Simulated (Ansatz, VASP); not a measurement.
## Two plane-wave programs on CsMoPb4

```xyz
6
Lattice="3.5192 0.0000 0.0000 -1.7596 3.0478 0.0000 0.0000 0.0000 16.6676" Properties=species:S:1:pos:R:3 pbc="T T T"
Cs    0.0000    0.0000    0.0000
Mo    0.0000    0.0000    8.3338
Pb    0.0000    2.0318   13.3368
Pb    0.0000    2.0318    6.2347
Pb    1.7596    1.0159   10.4329
Pb    1.7596    1.0159    3.3308
```

Change from the starting cell: species swapped into the ZrTaTe4 type (P-3m1, No. 164).

Alike in both runs: functional PBE; k mesh 6 × 6 × 1; occupations gaussian, width 0.1 eV; no spin polarisation.

Ansatz relaxed the structure, and its values are those at the end. VASP's run is a single point on that final structure, the one shown.

|  | VASP | Ansatz |
| --- | --- | --- |
| version | VASP 6.6.1 | Ansatz 0.2.0 |
| potentials or method | VASP PAW PBE potentials, release 64 (Cs_sv, Mo_sv, Pb_d), cutoff 520 eV | scalar-relativistic, plane waves, PAW |
| valence electrons in the cell | 79 | 79 |

|  | VASP | Ansatz | Ansatz less VASP |
| --- | --- | --- | --- |
| gap on the k mesh at the Fermi level (eV) | none | none | - |
| pressure (GPa) | 0.1 | 0.0 | -0.04 |
| rms of the force components (eV/Å) | 0.014 | 0.012 | -0.0022 |

A gap of «none» marks a metal or a gap that the smearing closes.

The k mesh is coarse, so the values compare programs but aren't converged. Neither program's run includes spin-orbit coupling.
